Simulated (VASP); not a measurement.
Wanted: the native input for a VASP 6.6.1 run.

```yaml
Task: single point
Functional: PBEsol
Potentials_or_basis: VASP PAW PBE potentials, release 64 (Mo_sv, S)
Cutoff: 520 eV
k_mesh: 9 × 9 × 5
Occupations: gaussian, width 0.02 eV
Spin: no spin polarisation
Dipole_correction: no
Further_INCAR_settings: ALGO = Normal; EDIFF = 1e-06; NBANDS = 20; ISYM = 0
```

The structure of MoS2 lies in POSCAR:

```
MoS2
1.0
    3.2720590885      0.0000000000      0.0000000000
   -1.6360295442      2.8336862933      0.0000000000
    1.6360295442      0.9445620978      5.9873557181
Mo S
1 2
Direct
    0.3333966588      0.6666983294      0.9999050119
    0.5013791476      0.2506895738      0.2479312786
    0.8320241936      0.4160120968      0.7519637096
```

These files were run (other wordings do the same):

INCAR

```
PREC = Accurate ; ENCUT = 520
EDIFF = 1E-6 ; ISMEAR = 0
SIGMA = 0.02 ; LREAL = F
LASPH = T ; NELM = 100
ALGO = Normal ; ISIF = 2
LWAVE = F ; LCHARG = F
GGA = PS ; NBANDS = 20
ISYM = 0
```

KPOINTS

```
regular mesh
0
Gamma
  9 9 5
```

Potentials or basis: VASP PAW PBE potentials, release 64 (Mo_sv, S).

Run with:

```console
$ cat potpaw_PBE.64/Mo_sv/POTCAR potpaw_PBE.64/S/POTCAR > POTCAR
$ mpirun -np 1 vasp_std > vasp.out
```

Results of the run:

* Pressure: -3.7 GPa
* Largest force: 0.605 eV/Å
* Band gap on the k mesh: 0.10 eV (least direct gap 1.32 eV)

Caveat: the cell stands under tension; the PAW data sets were made with another functional, which shifts forces and pressure a little; an odd mesh through Γ misses points on the zone boundary, where band edges can lie; this functional lacks dispersion, which binds the layers, so the pressure and a relaxed spacing across them are unreliable.

It took 91 s on 1 thread of Intel(R) Xeon(R) Platinum 8488C (Sapphire Rapids), on a shared host, peak memory 0.32 GiB.
